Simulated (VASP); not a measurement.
Wanted: the native input for a VASP 6.6.1 run.

```
Task                   : single point
Functional             : PBE
Potentials or basis    : VASP PAW PBE potentials, release 64 (Yb)
Cutoff                 : 520 eV
k mesh                 : 13 × 13 × 13
Occupations            : fermi-dirac, width 0.1 eV
Spin                   : no spin polarisation
Dipole correction      : no
Further INCAR settings : ALGO = Normal; EDIFF = 1e-07; NBANDS = 18
```

The structure of Yb lies in POSCAR:

```
Yb
1.0
    3.3912129185      0.0000000000      0.0000000000
    0.0000000000      3.3912129185      0.0000000000
    0.0000000000      0.0000000000      3.3912129185
Yb
1
Direct
    0.0000000000      0.0000000000      0.0000000000
```

These files were run (other wordings do the same):

INCAR

```
PREC = Accurate
ENCUT = 520
EDIFF = 1E-7
ISMEAR = -1
SIGMA = 0.1
LREAL = False
LASPH = True
NELM = 60
ALGO = Normal
ISIF = 2
LWAVE = False
LCHARG = False
GGA = PE
NBANDS = 18
```

KPOINTS

```
Automatic mesh
0
Gamma
  13 13 13
```

Potentials or basis: VASP PAW PBE potentials, release 64 (Yb).

Command:

```bash
$ cat potpaw_PBE.64/Yb/POTCAR > POTCAR
$ mpirun -np 1 vasp_std > vasp.out
```

Results of the run:

```yaml
Pressure: -0.1 GPa
Band_gap_on_the_k_mesh: zero (band 12 reaches 1.56 eV, above the bottom of band 13 at 0.99 eV)
```

Caveat: spin-orbit coupling is left out, which moves the levels of the heavy elements.

Wall time 53 s on 1 thread of Intel(R) Xeon(R) 6975P-C (Granite Rapids), on a shared host, peak memory 0.21 GiB.
